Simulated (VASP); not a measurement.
# MoOs2 (Pnnm) in VASP: single point with PBE

Aim: the single point of MoOs2 with PBE.

Everything below comes from runs of VASP 6.6.1. Logs are shortened: lines on timing, memory, paths and dates and some standing lists are left out, and cuts for length are marked.

## 1. The cell of the first run

Symmetry: Pnnm, No. 58, orthorhombic system. Conventional cell: a = 4.330 Å, b = 5.285 Å, c = 3.299 Å, α = 90.00°, β = 90.00°, γ = 90.00°. Mo (site symmetry 2/m) has 6 Os at 2.18 to 2.19 Å within 2.9 Å. Os (site symmetry m) has 2 Os at 2.16 to 2.89 Å and 3 Mo at 2.18 to 2.19 Å within 2.9 Å.

## 2. Single point, PBE

Input file INCAR:

```
SYSTEM = MoOs2
PREC = Accurate
ENCUT = 560
EDIFF = 1E-6
ISMEAR = 0
SIGMA = 0.1
LREAL = .FALSE.
LASPH = .TRUE.
NELM = 120
ALGO = Normal
ISIF = 2
LWAVE = .FALSE.
LCHARG = .TRUE.
GGA = PE
LELF = .TRUE.
LVHAR = .TRUE.
NBANDS = 55
GGA_COMPAT = .FALSE.
```

Input file KPOINTS:

```
regular mesh
0
G
  4 4 6
  0 0 0
```

Input file POSCAR:

```
MoOs2
1.0
    4.3301906026      0.0000000000      0.0000000000
    0.0000000000      5.2849642134      0.0000000000
    0.0000000000      0.0000000000      3.2992299547
Mo Os
2 4
Direct
    0.0000000000      0.0000000000      0.0000000000
    0.5000000000      0.5000000000      0.5000000000
    0.2004000000      0.3787000000      0.0000000000
    0.7996000000      0.6213000000      0.0000000000
    0.7004000000      0.1213000000      0.5000000000
    0.2996000000      0.8787000000      0.5000000000
```

Potentials or basis: VASP PAW PBE potentials, release 64 (Mo_sv, Os_sv_GW).

Command:

```
> cat potpaw_PBE.64/Mo_sv/POTCAR potpaw_PBE.64/Os_sv_GW/POTCAR > POTCAR
> mpirun -np 1 vasp_std > vasp.out
```

OUTCAR:

```text
SYSTEM = MoOs2
   PREC = Accurate
   ENCUT = 560
   EDIFF = 1E-6
   ISMEAR = 0
   LREAL = .FALSE.
   LASPH = .TRUE.
   NELM = 120
   ISIF = 2
   GGA = PE

 ion  position               nearest neighbor table
   1  0.000  0.000  0.000-   3 2.18   4 2.18   5 2.19   6 2.19   5 2.19   6 2.19   4 3.40   3 3.40

   2  0.500  0.500  0.500-   5 2.18   6 2.18   3 2.19   4 2.19   3 2.19   4 2.19   5 3.40   6 3.40

   3  0.200  0.379  0.000-   4 2.16   1 2.18   2 2.19   2 2.19   4 2.89   5 3.04   5 3.04   5 3.04
                             5 3.04   6 3.14   6 3.14   6 3.14   6 3.14   1 3.40
   4  0.800  0.621  0.000-   3 2.16   1 2.18   2 2.19   2 2.19   3 2.89   6 3.04   6 3.04   6 3.04
                             6 3.04   5 3.14   5 3.14   5 3.14   5 3.14   1 3.40
   5  0.700  0.121  0.500-   6 2.16   2 2.18   1 2.19   1 2.19   6 2.89   3 3.04   3 3.04   3 3.04
                             3 3.04   4 3.14   4 3.14   4 3.14   4 3.14   2 3.40
   6  0.300  0.879  0.500-   5 2.16   2 2.18   1 2.19   1 2.19   5 2.89   4 3.04   4 3.04   4 3.04
                             4 3.04   3 3.14   3 3.14   3 3.14   3 3.14   2 3.40

  LATTYP: Found a simple orthorhombic cell.
 ALAT       =     3.2992299547
 B/A-ratio  =     1.3124852351
 C/A-ratio  =     1.6018781006

  Lattice vectors:

 A1 = (   0.0000000000,   0.0000000000,   3.2992299547)
 A2 = (   4.3301906026,   0.0000000000,   0.0000000000)
 A3 = (   0.0000000000,   5.2849642134,   0.0000000000)

Analysis of symmetry for initial positions (statically):
=====================================================================
 Subroutine PRICEL returns:
 Original cell was already a primitive cell.

 Routine SETGRP: Setting up the symmetry group for a
 simple orthorhombic supercell.

 Subroutine GETGRP returns: Found  8 space group operations
 (whereof  4 operations were pure point group operations)
 out of a pool of  8 trial point group operations.

The static configuration has the point symmetry C_2h.
 The point group associated with its full space group is D_2h.

Analysis of symmetry for dynamics (positions and initial velocities):
=====================================================================
 Subroutine PRICEL returns:
 Original cell was already a primitive cell.

 Routine SETGRP: Setting up the symmetry group for a
 simple orthorhombic supercell.

 Subroutine GETGRP returns: Found  8 space group operations
 (whereof  4 operations were pure point group operations)
 out of a pool of  8 trial point group operations.

The dynamic configuration has the point symmetry C_2h.
 The point group associated with its full space group is D_2h.

 Subroutine INISYM returns: Found  8 space group operations
 (whereof  4 operations are pure point group operations),
 and found     1 'primitive' translations

----------------------------------------------------------------------------------------

                                     Primitive cell

  volume of cell :      75.5026

  direct lattice vectors                    reciprocal lattice vectors
     4.330190603  0.000000000  0.000000000     0.230936717  0.000000000  0.000000000
     0.000000000  5.284964213  0.000000000     0.000000000  0.189216040  0.000000000
     0.000000000  0.000000000  3.299229955     0.000000000  0.000000000  0.303101031

  length of vectors
     4.330190603  5.284964213  3.299229955     0.230936717  0.189216040  0.303101031

  position of ions in fractional coordinates (direct lattice)
     0.000000000  0.000000000  0.000000000
     0.500000000  0.500000000  0.500000000
     0.200400000  0.378700000  0.000000000
     0.799600000  0.621300000  0.000000000
     0.700400000  0.121300000  0.500000000
     0.299600000  0.878700000  0.500000000

  ion indices of the primitive-cell ions
   primitive index   ion index
                 1           1
                 2           2
                 3           3
                 4           4
                 5           5
                 6           6

----------------------------------------------------------------------------------------

 KPOINTS: regular mesh

Automatic generation of k-mesh.
 Grid dimensions read from file:
 generate k-points for:    4    4    6

 Generating k-lattice:

  Cartesian coordinates                     Fractional coordinates (reciprocal lattice)
     0.057734179  0.000000000  0.000000000     0.250000000  0.000000000  0.000000000
     0.000000000  0.047304010  0.000000000     0.000000000  0.250000000  0.000000000
     0.000000000  0.000000000  0.050516838     0.000000000  0.000000000  0.166666667

  Length of vectors
     0.057734179  0.047304010  0.050516838

  Shift w.r.t. Gamma in fractional coordinates (k-lattice)
     0.000000000  0.000000000  0.000000000

 Subroutine IBZKPT returns following result:
 ===========================================

 Found     36 irreducible k-points:

 Following reciprocal coordinates:
            Coordinates               Weight
  0.000000  0.000000  0.000000      1.000000
  0.250000  0.000000  0.000000      2.000000
  0.500000  0.000000  0.000000      1.000000
  0.000000  0.250000  0.000000      2.000000
  0.250000  0.250000  0.000000      4.000000
  0.500000  0.250000  0.000000      2.000000
[... 16 lines left out ...]
  0.250000  0.250000  0.333333      8.000000
  0.500000  0.250000  0.333333      4.000000
 [... further k-points ...]
   k-points           NKPTS =     36   k-points in BZ     NKDIM =     36   number of bands    NBANDS=     55
   number of dos      NEDOS =    301   number of ions     NIONS =      6
   total plane-waves  NPLWV =  42336
   dimension x,y,z NGX =    36 NGY =   42 NGZ =   28
   dimension x,y,z NGXF=    72 NGYF=   84 NGZF=   56
   ions per type =               2   4
   NGX,Y,Z   is equivalent  to a cutoff of  13.82, 13.21, 14.11 a.u.
   NGXF,Y,Z  is equivalent  to a cutoff of  27.64, 26.42, 28.22 a.u.
 SYSTEM =  MoOs2
   PREC   = accura    normal or accurate (medium, high low for compatibility)
   ISTART =      0    job   : 0-new  1-cont  2-samecut
   ICHARG =      2    charge: 1-file 2-atom 10-const
   ISPIN  =      1    spin polarized calculation?
   LNONCOLLINEAR =      F non collinear calculations
   LSORBIT =      F    spin-orbit coupling
   LASPH  =      T    aspherical Exc in radial PAW
   ENCUT  =  560.0 eV  41.16 Ry    6.42 a.u.   8.36 10.20  6.37*2*pi/ulx,y,z
   NELM   =    120;   NELMIN=  2; NELMDL= -5     # of ELM steps
   EDIFF  = 0.1E-05   stopping-criterion for ELM
   LREAL  =      F    real-space projection
[... 7 lines left out ...]
   TEBEG  =    0.0;   TEEND  =   0.0 temperature during run
   PSTRESS=    0.0 pullay stress
   NELECT =      92.0000    total number of electrons
   NUPDOWN=      -1.0000    fix difference up-down
   EMIN   =  10.00;   EMAX   =-10.00  energy-range for DOS
   EFERMI =   0.00;   METHOD = LEGACY
   ISMEAR =     0;   SIGMA  =   0.10  broadening in eV -4-tet -1-fermi 0-gaus
   EFERMI_NEDOS =   21; number of points for ismear=-14 and -15
   IALGO  =     38    algorithm
   IMIX   =      4    mixing-type and parameters
     AMIX     =   0.40;   BMIX     =  1.00
     AMIX_MAG =   1.60;   BMIX_MAG =  1.00
  volume/ion in A,a.u.               =      12.58        84.92
  Fermi-wavevector in a.u.,A,eV,Ry     =   1.748572  3.304322 41.599875  3.057505
  Thomas-Fermi vector in A             =   2.819653
   LORBIT       =      0    0 simple, 1 ext, 2 COOP (PROOUT), +10 PAW based schemes
   GGA     = PE    functional components
   LHFCALC =     F    Hartree Fock is set to
   AEXX    =    0.0000 exact exchange contribution
   IVDW    =     0    specifies the selected vdW correction
   LEPSILON=     F    determine dielectric tensor
   LRPA    =     F    only Hartree local field effects (RPA)
 non-spin polarized calculation
 Gauss-broadening in eV      SIGMA  =   0.10
  energy-cutoff  :      560.00
  volume of cell :       75.50
 maximum number of plane-waves:      2289
 NGX is ok and might be reduce to    36
   NGX = 17   NGY = 21   NGZ = 13

 number of electron      92.0000007 magnetization

 Free energy of the ion-electron system (eV)
  ---------------------------------------------------
  ext. energy  EPLUGINS =         0.00000000
  ---------------------------------------------------
  free energy    TOTEN  =       -46.71419466 eV

  energy without entropy =      -46.68986691  energy(sigma->0) =      -46.70203079

 E-fermi :  15.9686     XC(G=0): -14.7820

 val. band max:       15.9564249750   @ k =   0.0000   0.2500   0.3333
 cond. band min:      15.9848150634   @ k =   0.2500   0.0000   0.0000
 fundamental gap:      0.0283900884
 Fermi energy:        15.9686445540

 k-point     1 :       0.0000    0.0000    0.0000
  band No.  band energies     occupation
      1     -70.5744      2.00000
      2     -70.5418      2.00000
      3     -70.3046      2.00000
      4     -70.2987      2.00000
      5     -45.1801      2.00000
      6     -45.0640      2.00000
[... 47 lines left out ...]
     54      21.8193      0.00000
     55      21.9535      0.00000

 k-point     2 :       0.2500    0.0000    0.0000
  band No.  band energies     occupation
      1     -70.5651      2.00000
      2     -70.5416      2.00000
      3     -70.3081      2.00000
      4     -70.3045      2.00000
      5     -45.1626      2.00000
      6     -45.0805      2.00000
[... 47 lines left out ...]
     54      20.3486      0.00000
     55      20.4352      0.00000

 k-point     3 :       0.5000    0.0000    0.0000
  band No.  band energies     occupation
      1     -70.5487      2.00000
      2     -70.5487      2.00000
      3     -70.3111      2.00000
      4     -70.3111      2.00000
      5     -45.1211      2.00000
      6     -45.1211      2.00000
[... 1152 lines left out ...]
 k-point    23 :       0.2500    0.2500    0.3333
  band No.  band energies     occupation
      1     -70.5546      2.00000
      2     -70.5461      2.00000
      3     -70.3036      2.00000
      4     -70.3024      2.00000
      5     -45.1484      2.00000
      6     -45.1194      2.00000
[... 47 lines left out ...]
     54      19.3879      0.00000
     55      19.7753      0.00000

 k-point    24 :       0.5000    0.2500    0.3333
  band No.  band energies     occupation
      1     -70.5448      2.00000
      2     -70.5448      2.00000
      3     -70.3087      2.00000
      4     -70.3087      2.00000
      5     -45.1334      2.00000
      6     -45.1334      2.00000
[... 47 lines left out ...]
     54      19.1466      0.00000
     55      20.2871      0.00000

 [... further k-points ...]

------------------------ aborting loop because EDIFF is reached ----------------------------------------

  FORCE on cell =-STRESS in cart. coord.  units (eV):
  Direction    XX          YY          ZZ          XY          YZ          ZX
  --------------------------------------------------------------------------------------
  -------------------------------------------------------------------------------------
  Total       93.2448172     96.3999062     88.1703382      0.0000000      0.0000000      0.0000000
  in kB     1978.6712044   2045.6227412   1870.9898795      0.0000000      0.0000000      0.0000000
  external PRESSURE =    1965.0946083 kB  Pullay stress =       0.0000000 kB

 VOLUME and BASIS-vectors are now :
 -----------------------------------------------------------------------------
  energy-cutoff  :      560.00
  volume of cell :       75.50
      direct lattice vectors                 reciprocal lattice vectors
     4.330190603  0.000000000  0.000000000     0.230936717  0.000000000  0.000000000
     0.000000000  5.284964213  0.000000000     0.000000000  0.189216040  0.000000000
     0.000000000  0.000000000  3.299229955     0.000000000  0.000000000  0.303101031

 POSITION                                       TOTAL-FORCE (eV/Angst)
 -----------------------------------------------------------------------------------
      0.00000      0.00000      0.00000        -0.000000      0.000000      0.000000
      2.16510      2.64248      1.64961        -0.000000      0.000000      0.000000
      0.86777      2.00142      0.00000         0.679105     -2.581164      0.000000
      3.46242      3.28355      0.00000        -0.679105      2.581164      0.000000
      3.03287      0.64107      1.64961         0.679105      2.581164     -0.000000
      1.29733      4.64390      1.64961        -0.679105     -2.581164      0.000000
 -----------------------------------------------------------------------------------
    total drift:                                0.000000      0.000000      0.000000

  FREE ENERGIE OF THE ION-ELECTRON SYSTEM (eV)
  ---------------------------------------------------
  free  energy   TOTEN  =       -46.7141946584 eV

  energy  without entropy=      -46.6898669138  energy(sigma->0) =      -46.70203079
```

Wall time 2.6 min (1 thread of Intel Xeon Platinum 8259CL at 2.50GHz (Skylake/Cascade Lake), shared host); peak memory 0.29 GiB.

What came out:

- Free energy: -46.7142 eV
- Pressure: 196.5 GPa
- Largest force: 2.669 eV/Å
- Band gap on the k mesh: zero (bands 46 and 47 overlap by 1.57 eV)

Forces in eV/Å, atoms in the order of the input:
```
Mo   0.000  0.000  0.000
Mo   0.000  0.000  0.000
Os   0.679 -2.581  0.000
Os  -0.679  2.581  0.000
Os   0.679  2.581  0.000
Os  -0.679 -2.581  0.000
```

Caveat: the k points lie up to 0.36 Å⁻¹ apart, too coarse for converged energies and pressures of a metal; spin-orbit coupling is left out, which moves the levels of the heavy elements; forces of over 1 eV/Å act on the atoms, so gaps and moduli don't describe the material at rest.

The gap in the log of VASP goes by the Fermi energy; the results here count the filled bands.